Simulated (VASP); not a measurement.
Set up this calculation in VASP 6.6.1, as the native input.

- Task: relaxation of cell and atoms
- Functional: PBE
- Dispersion: D3(BJ)
- Potentials or basis: VASP PAW PBE potentials, release 64 (Cl, Li_sv)
- Cutoff: 600 eV
- k mesh: 9 × 9 × 9
- Occupations: fermi-dirac, width 0.05 eV
- Spin: no spin polarisation
- Dipole correction: no
- Further INCAR settings: ALGO = Normal; EDIFF = 1e-06; IBRION = 2; EDIFFG = -0.01; NSW = 60; ISIF = 3

The structure of LiCl lies in POSCAR:

```
LiCl
1.0
    0.0000000000      2.5647700000      2.5647700000
    2.5647700000      0.0000000000      2.5647700000
    2.5647700000      2.5647700000      0.0000000000
Cl Li
1 1
Direct
    0.5000000000      0.5000000000      0.5000000000
    0.0000000000      0.0000000000      0.0000000000
```

The input as run:

INCAR

```
SYSTEM = LiCl
  ALGO = Normal
  EDIFF = 1E-6
  EDIFFG = -0.01
  ENCUT = 600
  GGA = PE
  IBRION = 2
  ISIF = 3
  ISMEAR = -1
  IVDW = 12
  LASPH = .TRUE.
  LCHARG = .FALSE.
  LREAL = .FALSE.
  LWAVE = .FALSE.
  NELM = 60
  NSW = 60
  PREC = Accurate
  SIGMA = 0.05
```

KPOINTS

```
k-points
0
G
  9 9 9
  0 0 0
```

Potentials or basis: VASP PAW PBE potentials, release 64 (Cl, Li_sv).

Command:

```console
$ cat potpaw_PBE.64/Cl/POTCAR potpaw_PBE.64/Li_sv/POTCAR > POTCAR
$ mpirun -np 1 vasp_std > vasp.out
```

It gave:

```yaml
Relaxed_volume: 15.91 Å³/atom
Relaxed_cell: a = 3.557 Å, b = 3.557 Å, c = 3.557 Å, α = 60.00°, β = 60.00°, γ = 60.00°
Space_group_after_relaxing_to_0.05_Å: Fm-3m (No. 225)
Energy_gained_by_relaxing: 6.0 meV/atom
Ionic_steps: 4
Pressure_after_relaxing: 0.0 GPa
Band_gap_on_the_k_mesh: 6.69 eV, direct
Dispersion_energy_per_atom: -0.239 eV
```

Caveat: the cutoff is under 1.25 times the usual one of these potentials, so pressure, stress and relaxed cells hold a basis-set (Pulay) error.

It took 49 s on 1 thread of AMD EPYC 7R43 64-Core Processor (Zen 3), with other jobs on the host, peak memory 0.14 GiB.
